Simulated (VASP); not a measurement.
# KF (Carobbiite) (Fm-3m) in VASP: notebook

KF (Carobbiite) is run at these levels: PBE; tasks: single point.

Program: VASP 6.6.1. These are calculated values, not measurements. Logs are shortened: lines on timing, memory, paths and dates and some standing lists are left out, and cuts for length are marked.

## (1) The cell of the first run

The structure is cubic, space group Fm-3m (No. 225). Conventional cell: a = 5.193 Å, b = 5.193 Å, c = 5.193 Å, α = 90.00°, β = 90.00°, γ = 90.00°. K (site symmetry m-3m) has 6 F at 2.60 Å within 3.4 Å. Within 3.4 Å of F (site symmetry m-3m) lie 6 K at 2.60 Å.

## (2) Single point, PBE (volume scaled by 0.88)

Input file INCAR:

```
ALGO = Normal
EDIFF = 1E-6
ENCUT = 520
GGA = PE
ISIF = 2
ISMEAR = 0
LASPH = True
LCHARG = True
LELF = True
LREAL = False
LVHAR = True
LWAVE = False
NBANDS = 15
NELM = 100
PREC = Accurate
SIGMA = 0.02
```

Input file KPOINTS:

```
k-points
0
Gamma
  8 8 8
```

Input file POSCAR:

```
KF
1.0
    0.0000000000      2.5963424226      2.5963424226
    2.5963424226      0.0000000000      2.5963424226
    2.5963424226      2.5963424226      0.0000000000
K F
1 1
Direct
    0.0000000000      0.0000000000      0.0000000000
    0.5000000000      0.5000000000      0.5000000000
```

Potentials or basis: VASP PAW PBE potentials, release 64 (K_sv, F).

Launch:

```
> cat potpaw_PBE.64/K_sv/POTCAR potpaw_PBE.64/F/POTCAR > POTCAR
> mpirun -np 1 vasp_std > vasp.out
```

OUTCAR:

```text
EDIFF = 1E-6
   ENCUT = 520
   GGA = PE
   ISIF = 2
   ISMEAR = 0
   LASPH = True
   LREAL = False
   NELM = 100
   PREC = Accurate

 ion  position               nearest neighbor table
   1  0.000  0.000  0.000-   2 2.60   2 2.60   2 2.60   2 2.60   2 2.60   2 2.60
   2  0.500  0.500  0.500-   1 2.60   1 2.60   1 2.60   1 2.60   1 2.60   1 2.60

  LATTYP: Found a face centered cubic cell.
 ALAT       =     5.1926848452

  Lattice vectors:

 A1 = (   0.0000000000,   2.5963424226,   2.5963424226)
 A2 = (   2.5963424226,   0.0000000000,   2.5963424226)
 A3 = (   2.5963424226,   2.5963424226,   0.0000000000)

Analysis of symmetry for initial positions (statically):
=====================================================================
 Subroutine PRICEL returns:
 Original cell was already a primitive cell.

 Routine SETGRP: Setting up the symmetry group for a
 face centered cubic supercell.

 Subroutine GETGRP returns: Found 48 space group operations
 (whereof 48 operations were pure point group operations)
 out of a pool of 48 trial point group operations.

The static configuration has the point symmetry O_h .

Analysis of symmetry for dynamics (positions and initial velocities):
=====================================================================
 Subroutine PRICEL returns:
 Original cell was already a primitive cell.

 Routine SETGRP: Setting up the symmetry group for a
 face centered cubic supercell.

 Subroutine GETGRP returns: Found 48 space group operations
 (whereof 48 operations were pure point group operations)
 out of a pool of 48 trial point group operations.

The dynamic configuration has the point symmetry O_h .

 Subroutine INISYM returns: Found 48 space group operations
 (whereof 48 operations are pure point group operations),
 and found     1 'primitive' translations

----------------------------------------------------------------------------------------

                                     Primitive cell

  volume of cell :      35.0039

  direct lattice vectors                    reciprocal lattice vectors
     0.000000000  2.596342423  2.596342423    -0.192578604  0.192578604  0.192578604
     2.596342423  0.000000000  2.596342423     0.192578604 -0.192578604  0.192578604
     2.596342423  2.596342423  0.000000000     0.192578604  0.192578604 -0.192578604

  length of vectors
     3.671782667  3.671782667  3.671782667     0.333555927  0.333555927  0.333555927

  position of ions in fractional coordinates (direct lattice)
     0.000000000  0.000000000  0.000000000
     0.500000000  0.500000000  0.500000000

  ion indices of the primitive-cell ions
   primitive index   ion index
                 1           1
                 2           2

----------------------------------------------------------------------------------------

 KPOINTS: k-points

Automatic generation of k-mesh.
 Grid dimensions read from file:
 generate k-points for:    8    8    8

 Generating k-lattice:

  Cartesian coordinates                     Fractional coordinates (reciprocal lattice)
    -0.024072326  0.024072326  0.024072326     0.125000000  0.000000000  0.000000000
     0.024072326 -0.024072326  0.024072326     0.000000000  0.125000000  0.000000000
     0.024072326  0.024072326 -0.024072326     0.000000000  0.000000000  0.125000000

  Length of vectors
     0.041694491  0.041694491  0.041694491

  Shift w.r.t. Gamma in fractional coordinates (k-lattice)
     0.000000000  0.000000000  0.000000000

 Subroutine IBZKPT returns following result:
 ===========================================

 Found     29 irreducible k-points:

 Following reciprocal coordinates:
            Coordinates               Weight
  0.000000  0.000000  0.000000      1.000000
  0.125000  0.000000  0.000000      8.000000
  0.250000  0.000000  0.000000      8.000000
  0.375000  0.000000  0.000000      8.000000
  0.500000  0.000000  0.000000      4.000000
  0.125000  0.125000  0.000000      6.000000
[... 16 lines left out ...]
  0.500000  0.250000  0.125000     48.000000
 -0.375000  0.250000  0.125000     24.000000
 [... further k-points ...]
   k-points           NKPTS =     29   k-points in BZ     NKDIM =     29   number of bands    NBANDS=     15
   number of dos      NEDOS =    301   number of ions     NIONS =      2
   total plane-waves  NPLWV =  21952
   dimension x,y,z NGX =    28 NGY =   28 NGZ =   28
   dimension x,y,z NGXF=    56 NGYF=   56 NGZF=   56
   ions per type =               1   1
   NGX,Y,Z   is equivalent  to a cutoff of  12.68, 12.68, 12.68 a.u.
   NGXF,Y,Z  is equivalent  to a cutoff of  25.35, 25.35, 25.35 a.u.
 SYSTEM =  unknown system
   PREC   = accura    normal or accurate (medium, high low for compatibility)
   ISTART =      0    job   : 0-new  1-cont  2-samecut
   ICHARG =      2    charge: 1-file 2-atom 10-const
   ISPIN  =      1    spin polarized calculation?
   LNONCOLLINEAR =      F non collinear calculations
   LSORBIT =      F    spin-orbit coupling
   LASPH  =      T    aspherical Exc in radial PAW
   ENCUT  =  520.0 eV  38.22 Ry    6.18 a.u.   6.83  6.83  6.83*2*pi/ulx,y,z
   NELM   =    100;   NELMIN=  2; NELMDL= -5     # of ELM steps
   EDIFF  = 0.1E-05   stopping-criterion for ELM
   LREAL  =      F    real-space projection
   EDIFFG = 0.1E-04   stopping-criterion for IOM
   NSW    =      0    number of steps for IOM
   IBRION =     -1    ionic relax: 0-MD 1-quasi-New 2-CG
   NFREE  =      0    steps in history (QN), initial steepest desc. (CG)
   ISIF   =      2    stress and relaxation
   ISYM   =      2    0-nonsym 1-usesym 2-fastsym
   POTIM  = 0.5000    time-step for ionic-motion
   TEBEG  =    0.0;   TEEND  =   0.0 temperature during run
   PSTRESS=    0.0 pullay stress
   NELECT =      16.0000    total number of electrons
   NUPDOWN=      -1.0000    fix difference up-down
   EMIN   =  10.00;   EMAX   =-10.00  energy-range for DOS
   EFERMI =   0.00;   METHOD = LEGACY
   ISMEAR =     0;   SIGMA  =   0.02  broadening in eV -4-tet -1-fermi 0-gaus
   EFERMI_NEDOS =   21; number of points for ismear=-14 and -15
   IALGO  =     38    algorithm
   IMIX   =      4    mixing-type and parameters
     AMIX     =   0.40;   BMIX     =  1.00
     AMIX_MAG =   1.60;   BMIX_MAG =  1.00
  volume/ion in A,a.u.               =      17.50       118.11
  Fermi-wavevector in a.u.,A,eV,Ry     =   1.261081  2.383097 21.637677  1.590324
  Thomas-Fermi vector in A             =   2.394558
   LORBIT       =      0    0 simple, 1 ext, 2 COOP (PROOUT), +10 PAW based schemes
   GGA     = PE    functional components
   LHFCALC =     F    Hartree Fock is set to
   AEXX    =    0.0000 exact exchange contribution
   IVDW    =     0    specifies the selected vdW correction
   LEPSILON=     F    determine dielectric tensor
   LRPA    =     F    only Hartree local field effects (RPA)
 non-spin polarized calculation
 Gauss-broadening in eV      SIGMA  =   0.02
  energy-cutoff  :      520.00
  volume of cell :       35.00
 maximum number of plane-waves:       960
   NGX = 13   NGY = 13   NGZ = 13

 number of electron      16.0000003 magnetization

 Free energy of the ion-electron system (eV)
  ---------------------------------------------------
  ext. energy  EPLUGINS =         0.00000000
  ---------------------------------------------------
  free energy    TOTEN  =        -8.22372129 eV

  energy without entropy =       -8.22372129  energy(sigma->0) =       -8.22372129

 E-fermi :  -2.4509     XC(G=0):  -8.8023

 val. band max:       -2.5546897694   @ k =   0.0000   0.0000   0.0000
 cond. band min:       4.0848469276   @ k =   0.0000   0.0000   0.0000
 fundamental gap:      6.6395366969
 Fermi energy:        -2.4509413031

 k-point     1 :       0.0000    0.0000    0.0000
  band No.  band energies     occupation
      1     -28.4699      2.00000
      2     -21.2577      2.00000
      3     -11.6459      2.00000
      4     -11.6459      2.00000
      5     -11.6459      2.00000
      6      -2.5547      2.00000
      7      -2.5547      2.00000
      8      -2.5547      2.00000
      9       4.0848      0.00000
     10       8.3556      0.00000
     11       8.3556      0.00000
     12       8.3556      0.00000
     13      10.1468      0.00000
     14      10.1468      0.00000
     15      14.9551      0.00000

 k-point     2 :       0.1250    0.0000    0.0000
  band No.  band energies     occupation
      1     -28.4494      2.00000
      2     -21.2779      2.00000
      3     -11.6942      2.00000
      4     -11.6520      2.00000
      5     -11.6520      2.00000
      6      -2.7128      2.00000
      7      -2.6197      2.00000
      8      -2.6197      2.00000
      9       4.5507      0.00000
     10       8.1061      0.00000
     11       8.5854      0.00000
     12       8.5854      0.00000
     13      10.3187      0.00000
     14      10.3187      0.00000
     15      15.7690      0.00000

 k-point     3 :       0.2500    0.0000    0.0000
  band No.  band energies     occupation
      1     -28.3995      2.00000
      2     -21.3282      2.00000
      3     -11.8097      2.00000
      4     -11.6666      2.00000
      5     -11.6666      2.00000
      6      -3.0476      2.00000
      7      -2.7728      2.00000
      8      -2.7727      2.00000
      9       5.6862      0.00000
     10       7.8035      0.00000
     11       9.1604      0.00000
     12       9.1604      0.00000
     13      10.8348      0.00000
     14      10.8348      0.00000
     15      16.9594      0.00000

 k-point     4 :       0.3750    0.0000    0.0000
  band No.  band energies     occupation
      1     -28.3487      2.00000
      2     -21.3795      2.00000
      3     -11.9234      2.00000
      4     -11.6809      2.00000
      5     -11.6809      2.00000
      6      -3.3372      2.00000
      7      -2.9205      2.00000
      8      -2.9205      2.00000
      9       6.6658      0.00000
     10       8.1352      0.00000
     11       9.7197      0.00000
     12       9.7197      0.00000
     13      11.6969      0.00000
     14      11.6969      0.00000
     15      15.6070      0.00000
[... 307 lines left out ...]
 k-point    22 :       0.3750    0.2500    0.1250
  band No.  band energies     occupation
      1     -28.3656      2.00000
      2     -21.3370      2.00000
      3     -11.8606      2.00000
      4     -11.8386      2.00000
      5     -11.7071      2.00000
      6      -3.1555      2.00000
      7      -2.8103      2.00000
      8      -2.6257      2.00000
      9       6.3914      0.00000
     10       7.0756      0.00000
     11       9.7323      0.00000
     12       9.8684      0.00000
     13      10.9249      0.00000
     14      11.3630      0.00000
     15      16.8379      0.00000

 k-point    23 :       0.5000    0.2500    0.1250
  band No.  band energies     occupation
      1     -28.3268      2.00000
      2     -21.3596      2.00000
      3     -11.9902      2.00000
      4     -11.9048      2.00000
      5     -11.7233      2.00000
      6      -3.1796      2.00000
      7      -2.9103      2.00000
      8      -2.7153      2.00000
      9       7.0410      0.00000
     10       7.5053      0.00000
     11       9.6432      0.00000
     12      10.4403      0.00000
     13      11.4906      0.00000
     14      12.5373      0.00000
     15      14.6493      0.00000

 k-point    24 :      -0.3750    0.2500    0.1250
  band No.  band energies     occupation
      1     -28.3106      2.00000
      2     -21.3693      2.00000
      3     -12.0470      2.00000
      4     -11.9276      2.00000
      5     -11.7312      2.00000
      6      -3.1883      2.00000
      7      -2.8737      2.00000
      8      -2.8326      2.00000
      9       7.1848      0.00000
     10       7.9539      0.00000
     11       9.6273      0.00000
     12      10.6227      0.00000
     13      11.9914      0.00000
     14      13.1919      0.00000
     15      13.6394      0.00000

 [... further k-points ...]

------------------------ aborting loop because EDIFF is reached ----------------------------------------

  FORCE on cell =-STRESS in cart. coord.  units (eV):
  Direction    XX          YY          ZZ          XY          YZ          ZX
  --------------------------------------------------------------------------------------
  -------------------------------------------------------------------------------------
  Total        1.1457106      1.1457106      1.1457106     -0.0000000      0.0000000     -0.0000000
  in kB       52.4408366     52.4408366     52.4408366     -0.0000000      0.0000000     -0.0000000
  external PRESSURE =      52.4408366 kB  Pullay stress =       0.0000000 kB

 VOLUME and BASIS-vectors are now :
 -----------------------------------------------------------------------------
  energy-cutoff  :      520.00
  volume of cell :       35.00
      direct lattice vectors                 reciprocal lattice vectors
     0.000000000  2.596342423  2.596342423    -0.192578604  0.192578604  0.192578604
     2.596342423  0.000000000  2.596342423     0.192578604 -0.192578604  0.192578604
     2.596342423  2.596342423  0.000000000     0.192578604  0.192578604 -0.192578604

 POSITION                                       TOTAL-FORCE (eV/Angst)
 -----------------------------------------------------------------------------------
      0.00000      0.00000      0.00000        -0.000000      0.000000      0.000000
      2.59634      2.59634      2.59634         0.000000     -0.000000     -0.000000
 -----------------------------------------------------------------------------------
    total drift:                                0.000000      0.000000      0.000000

  FREE ENERGIE OF THE ION-ELECTRON SYSTEM (eV)
  ---------------------------------------------------
  free  energy   TOTEN  =        -8.2237212901 eV

  energy  without entropy=       -8.2237212901  energy(sigma->0) =       -8.22372129
```

It took 28 s on 1 thread of AMD EPYC 7R43 (Zen 3), shared host; peak memory 0.12 GiB.

What came out:

* Free energy: -8.2237 eV
* Pressure: 5.2 GPa
* Band gap on the k mesh: 6.64 eV, direct

## (3) Single point, PBE (volume scaled by 0.91)

Input file INCAR:

```
ALGO = Normal ; EDIFF = 1E-6
ENCUT = 520 ; GGA = PE
ISIF = 2 ; ISMEAR = 0
LASPH = T ; LCHARG = F
LREAL = F ; LWAVE = F
NBANDS = 15 ; NELM = 80
PREC = Accurate ; SIGMA = 0.02
```

KPOINTS is that of step 2.

Input file POSCAR:

```
KF
1.0
    0.0000000000      2.6255172513      2.6255172513
    2.6255172513      0.0000000000      2.6255172513
    2.6255172513      2.6255172513      0.0000000000
K F
1 1
Direct
    0.0000000000      0.0000000000      0.0000000000
    0.5000000000      0.5000000000      0.5000000000
```

Potentials or basis: VASP PAW PBE potentials, release 64 (K_sv, F).

Launch:

```
> cat potpaw_PBE.64/K_sv/POTCAR potpaw_PBE.64/F/POTCAR > POTCAR
> mpirun -np 1 vasp_std > vasp.out
```

Wall time 22 s (1 thread of AMD EPYC 7R43 (Zen 3), shared host); peak memory 0.12 GiB.

Results (log left out):

* Free energy: -8.2579 eV
* Pressure: 3.6 GPa
* Band gap on the k mesh: 6.45 eV, direct

Levels at points of the mesh, in eV from the valence-band top:
| k point | band 5 | band 6 | band 7 | band 8 | band 9 | band 10 | band 11 | band 12 |
| --- | --- | --- | --- | --- | --- | --- | --- | --- |
| (0.00, 0.00, 0.00) | -9.21 | 0.00 | 0.00 | 0.00 | 6.45 | 10.82 | 10.82 | 10.82 |
| (0.50, 0.00, 0.00) | -9.25 | -0.85 | -0.39 | -0.39 | 9.29 | 11.01 | 12.32 | 12.32 |
| (0.50, 0.50, 0.00) | -9.45 | -0.18 | -0.04 | -0.04 | 8.24 | 10.60 | 12.24 | 13.89 |
